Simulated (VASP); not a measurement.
# SnO2 (P4_2/mnm) in VASP: a series of runs

The runs below take SnO2 through single point, with PBEsol.

Program: VASP 6.6.1. These are calculated values, not measurements. Logs are shortened: lines on timing, memory, paths and dates and some standing lists are left out, and cuts for length are marked.

## 1. The cell of the first run

Symmetry: P4_2/mnm, No. 136, tetragonal system. Conventional cell: a = 4.780 Å, b = 4.780 Å, c = 3.215 Å, α = 90.00°, β = 90.00°, γ = 90.00°. Sn (site symmetry mmm) has 6 O at 2.07 to 2.08 Å within 2.7 Å. O (site symmetry m2m) has 3 Sn at 2.07 to 2.08 Å and 1 O at 2.61 Å within 2.7 Å.

## 2. Single point, PBEsol

The input, INCAR:

```
PREC     = Accurate       # precision mode
ENCUT    = 520            # plane-wave cutoff, eV
EDIFF    = 1E-6           # SCF threshold, eV
ISMEAR   = 1              # smearing method
SIGMA    = 0.05           # smearing width, eV
LREAL    = False          # projectors in reciprocal space
LASPH    = True           # aspherical terms in the spheres
NELM     = 60             # most SCF steps
ALGO     = Normal         # electronic algorithm
ISIF     = 2              # what is computed and relaxed
LWAVE    = False          # write WAVECAR
LCHARG   = False          # write CHGCAR
GGA      = PS             # functional
NBANDS   = 35             # bands
```

The input, KPOINTS:

```
regular mesh
0
Gamma
  4 4 6
```

The input, POSCAR:

```
SnO2
1.0
    4.7797466444      0.0000000000      0.0000000000
    0.0000000000      4.7797466444      0.0000000000
    0.0000000000      0.0000000000      3.2145763365
Sn O
2 4
Direct
    0.0000000000      0.0000000000      0.0000000000
    0.5000000000      0.5000000000      0.5000000000
    0.3071000000      0.3071000000      0.0000000000
    0.1929000000      0.8071000000      0.5000000000
    0.6929000000      0.6929000000      0.0000000000
    0.8071000000      0.1929000000      0.5000000000
```

Potentials or basis: VASP PAW PBE potentials, release 64 (Sn_d, O).

Run with:

```console
$ cat potpaw_PBE.64/Sn_d/POTCAR potpaw_PBE.64/O/POTCAR > POTCAR
$ mpirun -np 1 vasp_std > vasp.out
```

OUTCAR:

```text
PREC = Accurate
   ENCUT = 520
   EDIFF = 1E-6
   ISMEAR = 1
   LREAL = False
   LASPH = True
   NELM = 60
   ISIF = 2
   GGA = PS

 ion  position               nearest neighbor table
   1  0.000  0.000  0.000-   4 2.07   6 2.07   4 2.07   6 2.07   5 2.08   3 2.08   2 3.74   2 3.74
                             2 3.74   2 3.74   2 3.74   2 3.74   2 3.74   2 3.74
   2  0.500  0.500  0.500-   3 2.07   5 2.07   3 2.07   5 2.07   4 2.08   6 2.08   1 3.74   1 3.74
                             1 3.74   1 3.74   1 3.74   1 3.74   1 3.74   1 3.74
   3  0.307  0.307  0.000-   2 2.07   2 2.07   1 2.08
   4  0.193  0.807  0.500-   1 2.07   1 2.07   2 2.08
   5  0.693  0.693  0.000-   2 2.07   2 2.07   1 2.08
   6  0.807  0.193  0.500-   1 2.07   1 2.07   2 2.08

  LATTYP: Found a simple tetragonal cell.
 ALAT       =     4.7797466444
 C/A-ratio  =     0.6725411566

  Lattice vectors:

 A1 = (   4.7797466444,   0.0000000000,   0.0000000000)
 A2 = (   0.0000000000,   4.7797466444,   0.0000000000)
 A3 = (   0.0000000000,   0.0000000000,   3.2145763365)

Analysis of symmetry for initial positions (statically):
=====================================================================
 Subroutine PRICEL returns:
 Original cell was already a primitive cell.

 Routine SETGRP: Setting up the symmetry group for a
 simple tetragonal supercell.

 Subroutine GETGRP returns: Found 16 space group operations
 (whereof  8 operations were pure point group operations)
 out of a pool of 16 trial point group operations.

The static configuration has the point symmetry D_2h.
 The point group associated with its full space group is D_4h.

Analysis of symmetry for dynamics (positions and initial velocities):
=====================================================================
 Subroutine PRICEL returns:
 Original cell was already a primitive cell.

 Routine SETGRP: Setting up the symmetry group for a
 simple tetragonal supercell.

 Subroutine GETGRP returns: Found 16 space group operations
 (whereof  8 operations were pure point group operations)
 out of a pool of 16 trial point group operations.

The dynamic configuration has the point symmetry D_2h.
 The point group associated with its full space group is D_4h.

 Subroutine INISYM returns: Found 16 space group operations
 (whereof  8 operations are pure point group operations),
 and found     1 'primitive' translations

----------------------------------------------------------------------------------------

                                     Primitive cell

  volume of cell :      73.4401

  direct lattice vectors                    reciprocal lattice vectors
     4.779746644  0.000000000  0.000000000     0.209216110  0.000000000  0.000000000
     0.000000000  4.779746644  0.000000000     0.000000000  0.209216110  0.000000000
     0.000000000  0.000000000  3.214576336     0.000000000  0.000000000  0.311082984

  length of vectors
     4.779746644  4.779746644  3.214576336     0.209216110  0.209216110  0.311082984

  position of ions in fractional coordinates (direct lattice)
     0.000000000  0.000000000  0.000000000
     0.500000000  0.500000000  0.500000000
     0.307100000  0.307100000  0.000000000
     0.192900000  0.807100000  0.500000000
     0.692900000  0.692900000  0.000000000
     0.807100000  0.192900000  0.500000000

  ion indices of the primitive-cell ions
   primitive index   ion index
                 1           1
                 2           2
                 3           3
                 4           4
                 5           5
                 6           6

----------------------------------------------------------------------------------------

 KPOINTS: regular mesh

Automatic generation of k-mesh.
 Grid dimensions read from file:
 generate k-points for:    4    4    6

 Generating k-lattice:

  Cartesian coordinates                     Fractional coordinates (reciprocal lattice)
     0.052304028  0.000000000  0.000000000     0.250000000  0.000000000  0.000000000
     0.000000000  0.052304028  0.000000000     0.000000000  0.250000000  0.000000000
     0.000000000  0.000000000  0.051847164     0.000000000  0.000000000  0.166666667

  Length of vectors
     0.052304028  0.052304028  0.051847164

  Shift w.r.t. Gamma in fractional coordinates (k-lattice)
     0.000000000  0.000000000  0.000000000

 Subroutine IBZKPT returns following result:
 ===========================================

 Found     24 irreducible k-points:

 Following reciprocal coordinates:
            Coordinates               Weight
  0.000000  0.000000  0.000000      1.000000
  0.250000  0.000000  0.000000      4.000000
  0.500000  0.000000  0.000000      2.000000
  0.250000  0.250000  0.000000      4.000000
  0.500000  0.250000  0.000000      4.000000
  0.500000  0.500000  0.000000      1.000000
[... 16 lines left out ...]
  0.500000  0.250000  0.500000      4.000000
  0.500000  0.500000  0.500000      1.000000
   k-points           NKPTS =     24   k-points in BZ     NKDIM =     24   number of bands    NBANDS=     35
   number of dos      NEDOS =    301   number of ions     NIONS =      6
   total plane-waves  NPLWV =  31104
   dimension x,y,z NGX =    36 NGY =   36 NGZ =   24
   dimension x,y,z NGXF=    72 NGYF=   72 NGZF=   48
   ions per type =               2   4
   NGX,Y,Z   is equivalent  to a cutoff of  12.52, 12.52, 12.41 a.u.
   NGXF,Y,Z  is equivalent  to a cutoff of  25.04, 25.04, 24.82 a.u.
 SYSTEM =  unknown system
   PREC   = accura    normal or accurate (medium, high low for compatibility)
   ISTART =      0    job   : 0-new  1-cont  2-samecut
   ICHARG =      2    charge: 1-file 2-atom 10-const
   ISPIN  =      1    spin polarized calculation?
   LNONCOLLINEAR =      F non collinear calculations
   LSORBIT =      F    spin-orbit coupling
   LASPH  =      T    aspherical Exc in radial PAW
   ENCUT  =  520.0 eV  38.22 Ry    6.18 a.u.   8.89  8.89  5.98*2*pi/ulx,y,z
   NELM   =     60;   NELMIN=  2; NELMDL= -5     # of ELM steps
   EDIFF  = 0.1E-05   stopping-criterion for ELM
   LREAL  =      F    real-space projection
   EDIFFG = 0.1E-04   stopping-criterion for IOM
   NSW    =      0    number of steps for IOM
   IBRION =     -1    ionic relax: 0-MD 1-quasi-New 2-CG
   NFREE  =      0    steps in history (QN), initial steepest desc. (CG)
   ISIF   =      2    stress and relaxation
   ISYM   =      2    0-nonsym 1-usesym 2-fastsym
   POTIM  = 0.5000    time-step for ionic-motion
   TEBEG  =    0.0;   TEEND  =   0.0 temperature during run
   PSTRESS=    0.0 pullay stress
   NELECT =      52.0000    total number of electrons
   NUPDOWN=      -1.0000    fix difference up-down
   EMIN   =  10.00;   EMAX   =-10.00  energy-range for DOS
   EFERMI =   0.00;   METHOD = LEGACY
   ISMEAR =     1;   SIGMA  =   0.05  broadening in eV -4-tet -1-fermi 0-gaus
   EFERMI_NEDOS =   21; number of points for ismear=-14 and -15
   IALGO  =     38    algorithm
   IMIX   =      4    mixing-type and parameters
     AMIX     =   0.40;   BMIX     =  1.00
     AMIX_MAG =   1.60;   BMIX_MAG =  1.00
  volume/ion in A,a.u.               =      12.24        82.60
  Fermi-wavevector in a.u.,A,eV,Ry     =   1.459144  2.757382 28.968175  2.129101
  Thomas-Fermi vector in A             =   2.575746
   LORBIT       =      0    0 simple, 1 ext, 2 COOP (PROOUT), +10 PAW based schemes
   GGA     = PS    functional components
   LHFCALC =     F    Hartree Fock is set to
   AEXX    =    0.0000 exact exchange contribution
   IVDW    =     0    specifies the selected vdW correction
   LEPSILON=     F    determine dielectric tensor
   LRPA    =     F    only Hartree local field effects (RPA)
 non-spin polarized calculation
 Methfessel and Paxton  Order N= 1 SIGMA  =   0.05
  energy-cutoff  :      520.00
  volume of cell :       73.44
 maximum number of plane-waves:      2004
 NGX is ok and might be reduce to    36
   NGX = 17   NGY = 17   NGZ = 11

 number of electron      52.0000012 magnetization

 Free energy of the ion-electron system (eV)
  ---------------------------------------------------
  ext. energy  EPLUGINS =         0.00000000
  ---------------------------------------------------
  free energy    TOTEN  =       -39.66780025 eV

  energy without entropy =      -39.66783045  energy(sigma->0) =      -39.66781031

 E-fermi :   5.7562     XC(G=0): -11.3956

 val. band max:        5.7141116593   @ k =   0.0000   0.0000   0.0000
 cond. band min:       6.5900540501   @ k =   0.0000   0.0000   0.0000
 fundamental gap:      0.8759423908
 Fermi energy:         5.7562057702

 k-point     1 :       0.0000    0.0000    0.0000
  band No.  band energies     occupation
      1     -15.2793      2.00000
      2     -14.5544      2.00000
      3     -14.3037      2.00000
      4     -14.2810      2.00000
      5     -14.2810      2.00000
      6     -14.2029      2.00000
[... 27 lines left out ...]
     34      17.3724      0.00000
     35      17.9661      0.00000

 k-point     2 :       0.2500    0.0000    0.0000
  band No.  band energies     occupation
      1     -15.1894      2.00000
      2     -14.6604      2.00000
      3     -14.3028      2.00000
      4     -14.2776      2.00000
      5     -14.2775      2.00000
      6     -14.2629      2.00000
[... 27 lines left out ...]
     34      17.4913      0.00000
     35      17.9137      0.00000

 k-point     3 :       0.5000    0.0000    0.0000
  band No.  band energies     occupation
      1     -14.9441      2.00000
      2     -14.9441      2.00000
      3     -14.2974      2.00000
      4     -14.2974      2.00000
      5     -14.2739      2.00000
      6     -14.2739      2.00000
[... 27 lines left out ...]
     34      17.8493      0.00000
     35      17.9065      0.00000
[... 723 lines left out ...]
 k-point    23 :       0.5000    0.2500    0.5000
  band No.  band energies     occupation
      1     -15.1434      2.00000
      2     -15.1434      2.00000
      3     -14.4255      2.00000
      4     -14.4255      2.00000
      5     -14.1546      2.00000
      6     -14.1546      2.00000
[... 27 lines left out ...]
     34      16.9242      0.00000
     35      18.1920      0.00000

 k-point    24 :       0.5000    0.5000    0.5000
  band No.  band energies     occupation
      1     -15.0495      2.00000
      2     -15.0495      2.00000
      3     -14.5803      2.00000
      4     -14.5803      2.00000
      5     -14.1509      2.00000
      6     -14.1509      2.00000
[... 27 lines left out ...]
     34      16.4967      0.00000
     35      18.5302      0.00000

------------------------ aborting loop because EDIFF is reached ----------------------------------------

  FORCE on cell =-STRESS in cart. coord.  units (eV):
  Direction    XX          YY          ZZ          XY          YZ          ZX
  --------------------------------------------------------------------------------------
  -------------------------------------------------------------------------------------
  Total       -0.1883833     -0.1883833      0.0527072      0.0000000      0.0000000      0.0000000
  in kB       -4.1097884     -4.1097884      1.1498647      0.0000000      0.0000000      0.0000000
  external PRESSURE =      -2.3565707 kB  Pullay stress =       0.0000000 kB

 VOLUME and BASIS-vectors are now :
 -----------------------------------------------------------------------------
  energy-cutoff  :      520.00
  volume of cell :       73.44
      direct lattice vectors                 reciprocal lattice vectors
     4.779746644  0.000000000  0.000000000     0.209216110  0.000000000  0.000000000
     0.000000000  4.779746644  0.000000000     0.000000000  0.209216110  0.000000000
     0.000000000  0.000000000  3.214576336     0.000000000  0.000000000  0.311082984

 POSITION                                       TOTAL-FORCE (eV/Angst)
 -----------------------------------------------------------------------------------
      0.00000      0.00000      0.00000        -0.000000      0.000000      0.000000
      2.38987      2.38987      1.60729        -0.000000      0.000000      0.000000
      1.46786      1.46786      0.00000        -0.086126     -0.086126      0.000000
      0.92201      3.85773      1.60729         0.086126     -0.086126      0.000000
      3.31189      3.31189      0.00000         0.086126      0.086126      0.000000
      3.85773      0.92201      1.60729        -0.086126      0.086126      0.000000
 -----------------------------------------------------------------------------------
    total drift:                               -0.000000      0.000000      0.000000

  FREE ENERGIE OF THE ION-ELECTRON SYSTEM (eV)
  ---------------------------------------------------
  free  energy   TOTEN  =       -39.6678002485 eV

  energy  without entropy=      -39.6678304460  energy(sigma->0) =      -39.66781031
```

Wall time 33 s (1 thread of Intel Xeon Platinum 8259CL at 2.50GHz (Skylake/Cascade Lake), shared host); peak memory 0.19 GiB.

Results:

| Quantity | Value |
| --- | --- |
| Free energy | -39.6678 eV |
| Pressure | -0.2 GPa |
| Largest force | 0.122 eV/Å |
| Band gap on the k mesh | 0.88 eV |

Forces on the atoms (eV/Å):
```
Sn   0.000  0.000  0.000
Sn   0.000  0.000  0.000
O   -0.086 -0.086  0.000
O    0.086 -0.086  0.000
O    0.086  0.086  0.000
O   -0.086  0.086  0.000
```

Stress tensor (GPa, compression positive):
```
-0.41  0.00  0.00
 0.00 -0.41  0.00
 0.00  0.00  0.11
```

Caveat: the PAW data sets were made with another functional, which shifts forces and pressure a little; spin-orbit coupling is left out, which moves the levels of the heavy elements.

## 3. Single point, PBEsol

This run uses another cell than the first one, of 12.56 Å³/atom.

The input, INCAR:

```
PREC     = Accurate       # precision mode
ENCUT    = 520            # plane-wave cutoff, eV
EDIFF    = 1E-6           # SCF threshold, eV
ISMEAR   = 1              # smearing method
SIGMA    = 0.05           # smearing width, eV
LREAL    = F              # projectors in reciprocal space
LASPH    = T              # aspherical terms in the spheres
NELM     = 60             # most SCF steps
ALGO     = Normal         # electronic algorithm
ISIF     = 2              # what is computed and relaxed
LWAVE    = F              # write WAVECAR
LCHARG   = F              # write CHGCAR
GGA      = PS             # functional
NBANDS   = 35             # bands
```

KPOINTS is that of step 2.

Edit POSCAR of step 2 so:

```diff
@@ -2,5 +2,5 @@
 1.0
-    4.7797466444      0.0000000000      0.0000000000
-    0.0000000000      4.7797466444      0.0000000000
-    0.0000000000      0.0000000000      3.2145763365
+    4.8207765195      0.0000000000      0.0000000000
+    0.0000000000      4.8207765195      0.0000000000
+    0.0000000000      0.0000000000      3.2421706162
 Sn O
```

Potentials or basis: VASP PAW PBE potentials, release 64 (Sn_d, O).

Run with:

```console
$ cat potpaw_PBE.64/Sn_d/POTCAR potpaw_PBE.64/O/POTCAR > POTCAR
$ mpirun -np 1 vasp_std > vasp.out
```

It took 34 s on 1 thread of Intel Xeon Platinum 8259CL at 2.50GHz (Skylake/Cascade Lake), shared host; peak memory 0.2 GiB.

Results (log left out):

```
Free energy            : -39.6392 eV
Pressure               : -5.0 GPa
Largest force          : 0.025 eV/Å
Band gap on the k mesh : 0.59 eV
```

Forces on the atoms (eV/Å):
```
Sn   0.000  0.000  0.000
Sn   0.000  0.000  0.000
O   -0.018 -0.018  0.000
O    0.018 -0.018  0.000
O    0.018  0.018  0.000
O   -0.018  0.018  0.000
```

Stress tensor (GPa, compression positive):
```
-4.71  0.00  0.00
 0.00 -4.71  0.00
 0.00  0.00 -5.72
```

Levels at points of the mesh, in eV from the valence-band top:
| k point | band 23 | band 24 | band 25 | band 26 | band 27 | band 28 | band 29 | band 30 |
| --- | --- | --- | --- | --- | --- | --- | --- | --- |
| (0.00, 0.00, 0.00) | -1.28 | -0.75 | -0.75 | 0.00 | 0.59 | 5.55 | 5.89 | 5.89 |
| (0.50, 0.00, 0.00) | -1.23 | -1.23 | -0.62 | -0.62 | 3.82 | 3.82 | 6.62 | 6.62 |
| (0.50, 0.50, 0.00) | -1.35 | -1.35 | -0.86 | -0.86 | 4.19 | 4.19 | 7.00 | 7.00 |
| (0.00, 0.00, 0.50) | -1.56 | -1.56 | -1.21 | -1.21 | 5.54 | 5.54 | 9.21 | 9.21 |
| (0.50, 0.00, 0.50) | -1.04 | -1.04 | -0.76 | -0.76 | 5.80 | 5.80 | 7.47 | 7.47 |
| (0.50, 0.50, 0.50) | -0.94 | -0.94 | -0.79 | -0.79 | 4.29 | 4.29 | 8.42 | 8.42 |

Caveat: the cell stands under tension; semilocal functionals underestimate gaps, and a narrow one can read as zero; the PAW data sets were made with another functional, which shifts forces and pressure a little; spin-orbit coupling is left out, which moves the levels of the heavy elements. PBEsol gaps usually lie below the measured ones, often by a third to a half.

(Continued in part 2 of 2.)
